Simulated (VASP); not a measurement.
The system is Re.

```xyz
1
Lattice="2.2719 0.0000 0.0000 -1.1360 1.9675 0.0000 0.0000 0.0000 2.0724" Properties=species:S:1:pos:R:3 pbc="T T T"
Re    0.0000    0.0000    0.0000
```

Base run:

- Program: VASP 6.6.1
- Functional: PBE
- Potentials or basis: VASP PAW PBE potentials, release 64 (Re_sv_GW)
- Cutoff: 500 eV
- k mesh: 19 × 19 × 18
- Occupations: fermi-dirac, width 0.08 eV
- Spin: no spin polarisation

Its results: pressure 543.6 GPa.

The run is repeated on the same cell with these changes: potentials or basis from VASP PAW PBE potentials, release 64 (Re_sv_GW) to VASP PAW PBE potentials, release 64 (Re); cutoff from 500 eV to 520 eV; further incar settings from ALGO = Normal; EDIFF = 1e-06; NBANDS = 14 to ALGO = Normal; EDIFF = 1e-07; NBANDS = 10; valence electrons from 15 to 7. What comes out?

Pressure 525.6 GPa.
